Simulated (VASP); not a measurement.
Here is a VASP 6.6.1 calculation.

INCAR

```
PREC = Accurate ; ENCUT = 520
EDIFF = 1E-6 ; ISMEAR = -1
SIGMA = 0.15 ; LREAL = F
LASPH = T ; NELM = 150
ALGO = Normal ; ISIF = 2
LWAVE = F ; LCHARG = T
ISPIN = 2 ; MAGMOM = 1.5 0 0 0
LORBIT = 11 ; LMAXMIX = 4
GGA = CA ; LELF = T
LVHAR = T ; NBANDS = 34
```

File KPOINTS:

```
regular mesh
0
Gamma
  6 6 6
```

POSCAR

```
VPt3
1.0
    3.8700000000      0.0000000000      0.0000000000
    0.0000000000      3.8700000000      0.0000000000
    0.0000000000      0.0000000000      3.8700000000
V Pt
1 3
Direct
    0.0025839793      0.0000000000      0.0000000000
    0.0000000000      0.5000000000      0.5000000000
    0.5000000000      0.0000000000      0.5000000000
    0.5000000000      0.5000000000      0.0000000000
```

Potentials or basis: VASP PAW LDA potentials, release 64 (V_sv, Pt).

The run is started by

```console
$ cat potpaw_LDA.64/V_sv/POTCAR potpaw_LDA.64/Pt/POTCAR > POTCAR
$ mpirun -np 1 vasp_std > vasp.out
```

Task: What does it give for the net moment?

Result: 0.00 μB per cell.

Task: Predict the pressure.

Result: -5.5 GPa.

Task: What does it give for the largest force?

Result: 0.038 eV/Å.

Forces in eV/Å, atoms in the order of the input:
```
V   -0.038  0.000  0.000
Pt   0.011  0.000  0.000
Pt   0.013  0.000  0.000
Pt   0.013  0.000  0.000
```

Caveat: the cell stands under tension; the moments typed at the start vanished in this run.
